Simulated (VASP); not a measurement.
The system is Sc.

```
CELL_PARAMETERS angstrom
3.02000 0.00000 0.00000
0.00000 3.02000 0.00000
0.00000 0.00000 3.02000
ATOMIC_POSITIONS crystal
Sc 0.00000 0.00000 0.00000
```

* Program: VASP 6.6.1
* Task: relaxation of cell and atoms
* Functional: LDA
* Potentials or basis: VASP PAW LDA potentials, release 64 (Sc_sv)
* Cutoff: 600 eV
* k mesh: 7 × 7 × 7
* Occupations: fermi-dirac, width 0.05 eV
* Spin: no spin polarisation

At the start: pressure -5.5 GPa; volume 27.54 Å³/atom.

Question: Where does the relaxation end?

Answer: Over 3 steps the energy falls by 83.3 meV/atom and the volume is 23.40 Å³/atom (-15.0 %); space group Pm-3m (No. 221, to 0.05 Å).

The path:
```tsv
step	energy change (eV)	largest force (eV/Å)	pressure (GPa)	volume (Å³)
1	0.0000	0.0000	-5.54	27.54
2	-0.0812	0.0000	-1.04	23.92
3	-0.0833	0.0000	-0.19	23.40
```

Final structure:
```
CELL_PARAMETERS angstrom
2.86039 0.00000 0.00000
0.00000 2.86039 0.00000
0.00000 0.00000 2.86039
ATOMIC_POSITIONS crystal
Sc 0.00000 0.00000 0.00000
```

Caveat: the volume moved by over 15 % at a fixed basis, so the end points are rough.
